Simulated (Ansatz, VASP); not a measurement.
**One calculation of Mg, two programs**

The input INCAR:

```
SYSTEM = Mg
  PREC = Accurate
  ENCUT = 520
  EDIFF = 1E-6
  ISMEAR = 0
  SIGMA = 0.15
  LREAL = .FALSE.
  LASPH = .TRUE.
  NELM = 60
  ALGO = Normal
  ISIF = 2
  LWAVE = .FALSE.
  LCHARG = .TRUE.
  GGA = PS
  LELF = .TRUE.
  LVHAR = .TRUE.
  NBANDS = 9
```

The input KPOINTS:

```
Automatic mesh
0
G
  18 18 10
  0 0 0
```

File POSCAR:

```
Mg
1.0
    3.2092715325      0.0000000000      0.0000000000
   -1.6046357662      2.7793106748      0.0000000000
    0.0000000000      0.0000000000      5.2103300000
Mg
2
Direct
    0.3333333333      0.6666666667      0.2116147154
    0.6666666667      0.3333333333      0.7500000000
```

Input for Ansatz:

```yaml
crystal:
  lattice:
    - [3.2092715325, 0.0, 0.0]
    - [-1.6046357662, 2.7793106748, 0.0]
    - [0.0, 0.0, 5.21033]
  atoms:
    - { symbol: Mg, position: [0.3333333333, 0.6666666667, 0.2116147154] }
    - { symbol: Mg, position: [0.6666666667, 0.3333333333, 0.75] }
basis:
  ecutwfc: 420
kpoints:
  mp_grid: { grid: [18, 18, 10] }
hamiltonian:
  xc: pbesol
scf:
  occupations: { method: gaussian, width: 0.15 }
output:
  forces: true
  stress: true
  eigenvalues: true
```

Alike in both runs: task single point; functional PBEsol; k mesh 18 × 18 × 10; occupations gaussian, width 0.15 eV; no spin polarisation.

|  | VASP | Ansatz |
| --- | --- | --- |
| version | VASP 6.6.1 | Ansatz 0.2.0 |
| potentials or method | VASP PAW PBE potentials, release 64 (Mg), cutoff 520 eV | scalar-relativistic, plane waves, PAW |
| valence electrons in the cell | 4 | 20 |

```tsv
	VASP	Ansatz	Ansatz less VASP
gap on the k mesh at the Fermi level (eV)	none	none	-
pressure (GPa)	-0.6	-0.6	+0.05
traceless stress, the component that is largest in VASP (GPa)	0.32	0.32	-0.001
rms of the force components (eV/Å)	0.303	0.302	-0.0012
```

VASP's potentials were made for PBE, not for PBEsol. Atom by atom the forces differ by 0.001 eV/Å (rms over components). A gap of «none» marks a metal or a gap that the smearing closes. VASP's potentials hold 4 valence electrons a cell and Ansatz's 20, so a difference there can come from the potentials and not from the codes.
